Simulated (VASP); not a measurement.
# BeTe (Immm) in VASP: notebook, part 2 of 2

VASP 6.6.1. The steps go on from the part before.

## Step 3: Relaxation of cell and atoms, PBE

INCAR

```
PREC = Accurate ; ENCUT = 600
EDIFF = 1E-6 ; ISMEAR = 0
SIGMA = 0.1 ; LREAL = F
LASPH = T ; NELM = 100
ALGO = Normal ; ISIF = 3
LWAVE = F ; LCHARG = F
GGA = PE ; IBRION = 2
NSW = 90 ; EDIFFG = -0.04
```

KPOINTS

```
regular mesh
0
Gamma
  6 6 6
```

POSCAR

```
BeTe
1.0
   -1.6250592300      2.2494250700      3.1303702000
    1.6250592300     -2.2494250700      3.1303702000
    1.6250592300      2.2494250700     -3.1303702000
Be Te
1 1
Direct
    0.5000000000      0.5000000000      0.0000000000
    0.0000000000      0.0000000000      0.0000000000
```

Potentials or basis: VASP PAW PBE potentials, release 64 (Be, Te).

Run with:

```console
$ cat potpaw_PBE.64/Be/POTCAR potpaw_PBE.64/Te/POTCAR > POTCAR
$ mpirun -np 1 vasp_std > vasp.out
```

OUTCAR:

```text
PREC = Accurate
   ENCUT = 600
   EDIFF = 1E-6
   ISMEAR = 0
   LREAL = F
   LASPH = T
   NELM = 100
   ISIF = 3
   GGA = PE
   IBRION = 2
   NSW = 90
   EDIFFG = -0.04

 ion  position               nearest neighbor table
   1  0.500  0.500  0.000-   2 2.78   2 2.78   2 2.78   2 2.78
   2  0.000  0.000  0.000-   1 2.78   1 2.78   1 2.78   1 2.78

  LATTYP: Found a body centered orthorhombic cell.
 ALAT       =     3.2501184600
 B/A-ratio  =     1.3842111281
 C/A-ratio  =     1.9263114490

  Lattice vectors:

 A1 = (  -1.6250592300,   2.2494250700,   3.1303702000)
 A2 = (   1.6250592300,  -2.2494250700,   3.1303702000)
 A3 = (   1.6250592300,   2.2494250700,  -3.1303702000)

Analysis of symmetry for initial positions (statically):
=====================================================================
 Subroutine PRICEL returns:
 Original cell was already a primitive cell.

 Routine SETGRP: Setting up the symmetry group for a
 body centered orthorhombic supercell.

 Subroutine GETGRP returns: Found  8 space group operations
 (whereof  8 operations were pure point group operations)
 out of a pool of  8 trial point group operations.

The static configuration has the point symmetry D_2h.

Analysis of symmetry for dynamics (positions and initial velocities):
=====================================================================
 Subroutine PRICEL returns:
 Original cell was already a primitive cell.

 Routine SETGRP: Setting up the symmetry group for a
 body centered orthorhombic supercell.

 Subroutine GETGRP returns: Found  8 space group operations
 (whereof  8 operations were pure point group operations)
 out of a pool of  8 trial point group operations.

The dynamic configuration has the point symmetry D_2h.

 Subroutine INISYM returns: Found  8 space group operations
 (whereof  8 operations are pure point group operations),
 and found     1 'primitive' translations

----------------------------------------------------------------------------------------

[... 139 lines left out ...]
  ---------------------------------------------------
  free energy    TOTEN  =        -5.91697434 eV

  energy without entropy =       -5.91467227  energy(sigma->0) =       -5.91582331

------------------------ aborting loop because EDIFF is reached ----------------------------------------

  FORCE on cell =-STRESS in cart. coord.  units (eV):
  Direction    XX          YY          ZZ          XY          YZ          ZX
  --------------------------------------------------------------------------------------
  -------------------------------------------------------------------------------------
  Total        1.2924388     -2.9113059     -3.0148353      0.0000000      0.0000000      0.0000000
  in kB       45.2401603   -101.9065289   -105.5304421      0.0000000      0.0000000      0.0000000
  external PRESSURE =     -54.0656036 kB  Pullay stress =       0.0000000 kB
[... 89 lines left out ...]
  FREE ENERGIE OF THE ION-ELECTRON SYSTEM (eV)
  ---------------------------------------------------
  free  energy   TOTEN  =        -6.4604352061 eV

  energy  without entropy=       -6.4568048048  energy(sigma->0) =       -6.45862001

 E-fermi :   7.4484     XC(G=0): -10.0028

 val. band max:        7.3933404065   @ k =  -0.3333   0.5000   0.3333
 cond. band min:       7.4536170412   @ k =   0.0000   0.0000   0.0000
 fundamental gap:      0.0602766348
 Fermi energy:         7.4484016967

 k-point     1 :       0.0000    0.0000    0.0000
  band No.  band energies     occupation
      1      -6.0480      2.00000
      2       6.8738      2.00000
      3       7.0549      2.00000
      4       7.4536      0.94120
      5      10.5138      0.00000
      6      13.5648      0.00000
      7      13.8548      0.00000
      8      13.8805      0.00000
[... 243 lines left out ...]
 k-point    24 :       0.1667    0.3333    0.1667
  band No.  band energies     occupation
      1      -3.4424      2.00000
      2       1.5338      2.00000
      3       3.2770      2.00000
      4       4.3656      2.00000
      5      10.4818      0.00000
      6      10.6108      0.00000
      7      15.0906      0.00000
      8      15.4802      0.00000

 [... further k-points ...]

[... ionic steps 4 to 8 ...]

--------------------------------------- Ionic step        9  -------------------------------------------

 number of electron       8.0000000 magnetization

------------------------ aborting loop because EDIFF is reached ----------------------------------------
[... 67 lines left out ...]
--------------------------------------- Ionic step       11  -------------------------------------------

 number of electron       8.0000000 magnetization

 Free energy of the ion-electron system (eV)
  ---------------------------------------------------
  ext. energy  EPLUGINS =         0.00000000
  ---------------------------------------------------
  free energy    TOTEN  =        -6.58543278 eV

  energy without entropy =       -6.58278629  energy(sigma->0) =       -6.58410953

 E-fermi :   7.3301     XC(G=0):  -9.9581

 val. band max:        7.1526085391   @ k =  -0.3333   0.3333  -0.0000
 cond. band min:       7.3610450965   @ k =   0.5000  -0.3333   0.3333
 fundamental gap:      0.2084365574
 Fermi energy:         7.3300618840

 k-point     1 :       0.0000    0.0000    0.0000
  band No.  band energies     occupation
      1      -6.0984      2.00000
      2       6.9030      2.00000
      3       7.0328      1.99997
      4       7.0458      1.99994
      5      10.3242      0.00000
      6      13.4252      0.00000
      7      13.4290      0.00000
      8      14.0876      0.00000
[... 282 lines left out ...]
  FREE ENERGIE OF THE ION-ELECTRON SYSTEM (eV)
  ---------------------------------------------------
  free  energy   TOTEN  =        -6.5854327792 eV

  energy  without entropy=       -6.5827862882  energy(sigma->0) =       -6.58410953

 reached required accuracy - stopping structural energy minimisation
```

Wall time 1.9 min (1 thread of Intel Xeon Platinum 8488C (Sapphire Rapids), shared host); peak memory 0.23 GiB.

Results:

```
Free energy                            : -6.5854 eV
Relaxed volume                         : 19.25 Å³/atom
Relaxed cell                           : a = 3.784 Å, b = 3.784 Å, c = 3.784 Å, α = 119.62°, β = 119.68°, γ = 90.60°
Space group after relaxing (to 0.05 Å) : I4/mmm (No. 139)
Energy gained by relaxing              : 334.2 meV/atom
Ionic steps                            : 11
Pressure after relaxing                : 0.0 GPa
Band gap on the k mesh                 : zero (band 4 reaches 7.54 eV, above the bottom of band 5 at 6.26 eV)
```

Step by step:
```tsv
step	energy change (eV)	largest force (eV/Å)	pressure (GPa)	volume (Å³)
1	0.0000	0.0000	-5.41	45.77
2	-0.4063	0.0000	-2.13	40.69
3	-0.5435	0.0000	2.06	37.68
4	-0.3283	0.0000	18.97	31.79
5	-0.5653	0.0000	4.92	36.18
6	-0.6579	0.0000	0.73	38.09
7	-0.6653	0.0000	-0.59	38.88
8	-0.6660	0.0000	-0.32	38.71
9	-0.6680	0.0000	-0.06	38.54
10	-0.6680	0.0000	-0.02	38.52
11	-0.6685	0.0000	0.00	38.50
```

Final structure:
```
Be Te
1.0
    -1.90258    1.90085    2.66123
     1.90258   -1.90085    2.66123
     1.90258    1.90085   -2.66123
Be Te
1 1
Direct
  0.50000 0.50000 0.00000
  0.00000 0.00000 0.00000
```

Caveat: the k points lie up to 0.39 Å⁻¹ apart in the final cell; the volume moved by over 15 % at a fixed basis, so the end points are rough; spin-orbit coupling is left out, which moves the levels of the heavy elements.
